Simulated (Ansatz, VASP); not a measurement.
Sn in VASP and in Ansatz

File POSCAR:

```
Sn
1.0
    0.0000000000      3.2456000000      3.2456000000
    3.2456000000      0.0000000000      3.2456000000
    3.2456000000      3.2456000000      0.0000000000
Sn
2
Direct
    0.5000000000      0.5000000000      0.5000000000
    0.7500000000      0.7500000000      0.7500000000
```

File INCAR.step1:

```
SYSTEM = Sn
PREC = Accurate
ENCUT = 520
ISMEAR = -1
SIGMA = 0.05
LREAL = .False.
LASPH = .True.
NELM = 80
NBANDS = 21
GGA = PE
ALGO = Normal
EDIFF = 1E-4
LWAVE = .True.
LCHARG = .False.
```

File INCAR.step2:

```
SYSTEM = Sn
PREC = Accurate
ENCUT = 520
EDIFF = 1E-8
ISMEAR = -1
SIGMA = 0.05
LREAL = .False.
LASPH = .True.
NELM = 80
ALGO = Normal
ISIF = 2
LWAVE = .False.
LCHARG = .False.
METAGGA = R2SCAN
LMIXTAU = .True.
LEFG = .True.
NBANDS = 21
ISTART = 1
```

The input KPOINTS:

```
Automatic mesh
0
Gamma
  11 11 11
  0 0 0
```

Input for Ansatz:

```yaml
crystal:
  lattice:
    - [0.0, 3.2456, 3.2456]
    - [3.2456, 0.0, 3.2456]
    - [3.2456, 3.2456, 0.0]
  atoms:
    - { symbol: Sn, position: [0.5, 0.5, 0.5] }
    - { symbol: Sn, position: [0.75, 0.75, 0.75] }
kpoints:
  mp_grid: { grid: [11, 11, 11] }
  band_path:
    path:
      - [0.0, 0.0, 0.0]
      - [0.5, 0.0, 0.5]
      - [0.625, 0.25, 0.625]
      - [0.375, 0.375, 0.75]
      - [0.0, 0.0, 0.0]
      - [0.5, 0.5, 0.5]
      - [0.5, 0.25, 0.75]
      - [0.5, 0.0, 0.5]
    npoints: 5
scf:
  occupations: { method: fermi_dirac, width: 0.05 }
hamiltonian:
  xc: r2scan
  pseudopotentials: { kind: paw }
output:
  forces: true
  stress: true
  eigenvalues: true
  efg: { contact_densities: true }
```

Alike in both runs: task electric field gradients; functional r2SCAN; k mesh 11 × 11 × 11; occupations fermi-dirac, width 0.05 eV; no spin polarisation.

|  | VASP | Ansatz |
| --- | --- | --- |
| version | VASP 6.6.1 | Ansatz 0.2.0 |
| potentials or method | VASP PAW PBE potentials, release 64 (Sn_d) | PAW with Ansatz's default frozen-core files, scalar-relativistic |
| plane-wave cutoff (eV) | 520 | 500 |
| valence electrons in the cell | 28 | 28 |

```tsv
	VASP	Ansatz	Ansatz less VASP
pressure (GPa)	1.6	1.6	+0.03
```

VASP's potentials were made for PBE, not for r2SCAN.
